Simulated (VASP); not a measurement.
Input of a VASP 6.6.1 run:

File INCAR:

```
SYSTEM = CoO
  ALGO = Normal
  EDIFF = 1E-7
  ENCUT = 520
  GGA = RE
  ISIF = 2
  ISMEAR = -1
  ISPIN = 2
  IVDW = 13
  LASPH = .TRUE.
  LCHARG = .FALSE.
  LMAXMIX = 4
  LORBIT = 11
  LREAL = .FALSE.
  LWAVE = .FALSE.
  MAGMOM = 2 0
  NBANDS = 18
  NELM = 150
  PREC = Accurate
  SIGMA = 0.05
```

KPOINTS

```
k-points
0
G
  11 11 11
  0 0 0
```

The input POSCAR:

```
CoO
1.0
    0.0000000000      2.1145402040      2.1145402040
    2.1145402040      0.0000000000      2.1145402040
    2.1145402040      2.1145402040      0.0000000000
Co O
1 1
Direct
    0.0000000000      0.0000000000      0.0000000000
    0.5000000000      0.5000000000      0.5000000000
```

Potentials or basis: VASP PAW PBE potentials, release 64 (Co, O).

Command:

```bash
$ cat potpaw_PBE.64/Co/POTCAR potpaw_PBE.64/O/POTCAR > POTCAR
$ mpirun -np 1 vasp_std > vasp.out
```

Problem. What does it give for the site moments?

Solution. Co +2.54; O +0.29 μB.

Problem. Predict the pressure.

Solution. -0.4 GPa.

Problem. What does it give for the net moment?

Solution. 2.87 μB per cell.

Caveat: the PAW data sets were made with another functional, which shifts forces and pressure a little; a cell with one magnetic atom can't hold antiferromagnetic order, which such compounds often take.
